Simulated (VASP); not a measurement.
A run of VASP 6.6.1:

File INCAR:

```
PREC = Accurate ; ENCUT = 840
EDIFF = 1E-6 ; ISMEAR = 0
SIGMA = 0.1 ; LREAL = F
LASPH = T ; NELM = 120
ALGO = Normal ; ISIF = 2
LWAVE = F ; LCHARG = F
GGA = PE ; NBANDS = 80
GGA_COMPAT = F
```

File KPOINTS:

```
Automatic mesh
0
Gamma
  6 6 1
```

POSCAR

```
MgCd2O3
1.0
    3.2385399515      0.0000000000      0.0000000000
   -1.6192699758      2.8046578692      0.0000000000
    0.0000000000      0.0000000000     16.1792145045
Mg Cd O
2 4 6
Direct
    0.0000000000      0.0000000000      0.2500000000
    0.0000000000      0.0000000000      0.7500000000
    0.6666666667      0.3333333333      0.4116217767
    0.6666666667      0.3333333333      0.9116217767
    0.3333333333      0.6666666667      0.0883782233
    0.3333333333      0.6666666667      0.5883782233
    0.3333333333      0.6666666667      0.3206701620
    0.3333333333      0.6666666667      0.8206701620
    0.6666666667      0.3333333333      0.1793298380
    0.6666666667      0.3333333333      0.6793298380
    0.0000000000      0.0000000000      0.0000000000
    0.0000000000      0.0000000000      0.5000000000
```

Potentials or basis: VASP PAW PBE potentials, release 64 (Mg_sv, Cd_sv_GW, O).

Command:

```bash
$ cat potpaw_PBE.64/Mg_sv/POTCAR potpaw_PBE.64/Cd_sv_GW/POTCAR potpaw_PBE.64/O/POTCAR > POTCAR
$ mpirun -np 1 vasp_std > vasp.out
```

Hardware: 1 thread of Intel(R) Xeon(R) Platinum 8559C (Emerald Rapids), on a shared host.

**Question.** How long does it take, and how much memory?

**Answer.** Wall time 5.6 min on 1 thread of Intel(R) Xeon(R) Platinum 8559C (Emerald Rapids), on a shared host, peak memory 0.48 GiB. Counts: scf iterations 18, k points 7.
